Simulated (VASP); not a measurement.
Input of a VASP 6.6.1 run:

Contents of INCAR:

```
PREC = Accurate ; ENCUT = 600
EDIFF = 1E-7 ; ISMEAR = -1
SIGMA = 0.1 ; LREAL = False
LASPH = True ; NELM = 150
ALGO = Normal ; ISIF = 3
LWAVE = False ; LCHARG = False
ISPIN = 2 ; MAGMOM = 1.5
LORBIT = 11 ; LMAXMIX = 4
IBRION = 2 ; NSW = 80
EDIFFG = -0.02
```

The input KPOINTS:

```
Automatic mesh
0
Gamma
  12 12 12
```

The input POSCAR:

```
Ni
1.0
    2.4917520000      0.0000000000      0.0000000000
    1.2458760000      2.1579205319      0.0000000000
    1.2458760000      0.7193068440      2.0345069885
Ni
1
Direct
    0.0000000000      0.0000000000      0.0000000000
```

Potentials or basis: VASP PAW LDA potentials, release 64 (Ni).

The run is started by

```bash
$ cat potpaw_LDA.64/Ni/POTCAR > POTCAR
$ mpirun -np 1 vasp_std > vasp.out
```

Question: What does it give for the relaxed volume?

Answer: 10.02 Å³/atom.

Question: Predict the relaxed cell.

Answer: a = 2.420 Å, b = 2.420 Å, c = 2.420 Å, α = 60.00°, β = 60.00°, γ = 60.00°.

Question: Estimate the net moment.

Answer: 0.50 μB per cell.

The path:
| step | energy change (eV) | largest force (eV/Å) | pressure (GPa) | volume (Å³) |
| --- | --- | --- | --- | --- |
| 1 | 0.0000 | 0.0000 | -17.55 | 10.94 |
| 2 | 0.0169 | 0.0000 | 28.68 | 9.15 |
| 3 | -0.0546 | 0.0000 | -0.39 | 10.04 |
| 4 | -0.0546 | 0.0000 | 0.06 | 10.02 |

LDA usually gives volumes a few per cent too small. Zero-point motion and thermal expansion aren't in these numbers.
